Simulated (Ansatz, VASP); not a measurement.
**Sb in VASP and in Ansatz**

Contents of INCAR:

```
SYSTEM = Sb
  ALGO = Normal
  EDIFF = 1E-6
  ENCUT = 520
  GGA = PS
  ISIF = 2
  ISMEAR = -1
  LASPH = .TRUE.
  LCHARG = .TRUE.
  LELF = .TRUE.
  LREAL = .FALSE.
  LVHAR = .TRUE.
  LWAVE = .FALSE.
  NBANDS = 8
  NELM = 100
  PREC = Accurate
  SIGMA = 0.08
```

File KPOINTS:

```
k-points
0
G
  12 12 12
  0 0 0
```

File POSCAR:

```
Sb
1.0
    3.1809277622      0.0000000000      0.0000000000
    0.0000000000      3.1809277622      0.0000000000
    0.0000000000      0.0000000000      3.1809277622
Sb
1
Direct
    0.0000000000      0.0000000000      0.0000000000
```

Input for Ansatz:

```yaml
crystal:
  lattice:
    - [3.1809277622, 0.0, 0.0]
    - [0.0, 3.1809277622, 0.0]
    - [0.0, 0.0, 3.1809277622]
  atoms:
    - { symbol: Sb, position: [0.0, 0.0, 0.0] }
kpoints:
  mp_grid: { grid: [12, 12, 12] }
  band_path:
    path:
      - [0.0, 0.0, 0.0]
      - [0.0, 0.5, 0.0]
      - [0.5, 0.5, 0.0]
      - [0.0, 0.0, 0.0]
      - [0.5, 0.5, 0.5]
      - [0.0, 0.5, 0.0]
      - [0.5, 0.5, 0.5]
      - [0.5, 0.5, 0.0]
    npoints: 5
scf:
  occupations: { method: fermi_dirac, width: 0.08 }
hamiltonian:
  xc: pbesol
  pseudopotentials: { kind: all_electron, lapw: { basis_error: 0.001 } }
output:
  forces: true
  stress: true
  eigenvalues: true
```

Change from the starting cell: volume scaled by 1.02.

Alike in both runs: task single point; functional PBEsol; k mesh 12 × 12 × 12; occupations fermi-dirac, width 0.08 eV; no spin polarisation.

|  | VASP | Ansatz |
| --- | --- | --- |
| version | VASP 6.6.1 | Ansatz 0.2.0 |
| potentials or method | VASP PAW PBE potentials, release 64 (Sb), cutoff 520 eV | all-electron LAPW, scalar-relativistic |

```tsv
	VASP	Ansatz	Ansatz less VASP
pressure (GPa)	-5.3	-5.3	-0.01
```

VASP's potentials were made for PBE, not for PBEsol. Ansatz ran all-electron here, and VASP with PAW potentials.

Spin-orbit coupling is off throughout.
